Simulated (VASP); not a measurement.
SnO2: single point with LDA

The system is SnO2.

```xyz
3
Lattice="1.5665 0.9044 5.1155 -1.5665 0.9044 5.1155 0.0000 -1.8089 5.1155" Properties=species:S:1:pos:R:3 pbc="T T T"
Sn    0.0000    0.0000    7.6733
O     0.0000    0.0000    3.6397
O     0.0000    0.0000   11.7068
```

This cell differs from its parent crystal: ratio of the length along z to the lengths across it x 1.1, volume and fractional coordinates fixed.

- Program: VASP 6.6.1
- Task: single point
- Functional: LDA
- Potentials or basis: VASP PAW LDA potentials, release 64 (Sn_d, O)
- Cutoff: 520 eV
- k mesh: 12 × 12 × 12
- Occupations: gaussian, width 0.05 eV
- Spin: no spin polarisation

| Property | Result |
| --- | --- |
| Pressure | -3.0 GPa |
| Largest force | 0.944 eV/Å |
| Band gap on the k mesh | 2.35 eV (least direct gap 2.58 eV) |

Forces on the atoms (eV/Å):
```
Sn   0.000  0.000  0.000
O    0.000  0.000 -0.944
O    0.000  0.000  0.944
```

Stress tensor (GPa, compression positive):
```
 0.22  0.00  0.00
 0.00  0.22  0.00
 0.00  0.00 -9.42
```

Levels at points of the mesh, in eV from the valence-band top:
| k point | band 9 | band 10 | band 11 | band 12 | band 13 | band 14 | band 15 | band 16 | band 17 | band 18 |
| --- | --- | --- | --- | --- | --- | --- | --- | --- | --- | --- |
| (0.00, 0.00, 0.00) | -1.07 | -1.07 | -0.56 | -0.56 | -0.23 | 2.35 | 5.86 | 11.21 | 11.66 | 11.66 |
| (0.50, 0.00, 0.00) | -4.37 | -2.69 | -1.58 | -0.45 | -0.43 | 5.53 | 7.51 | 10.62 | 11.96 | 12.52 |
| (0.50, 0.50, 0.00) | -4.51 | -2.74 | -1.38 | -0.36 | -0.02 | 5.27 | 6.89 | 10.93 | 11.58 | 12.19 |
| (0.50, 0.50, 0.50) | -1.17 | -1.10 | -1.10 | -0.54 | -0.54 | 3.39 | 5.75 | 11.25 | 11.76 | 11.76 |

Run time: 2.1 min on 1 thread of Intel(R) Xeon(R) 6975P-C (Granite Rapids), with other jobs on the host, peak memory 0.3 GiB.

Caveat: spin-orbit coupling is left out, which moves the levels of the heavy elements. A k mesh can miss the band edges.
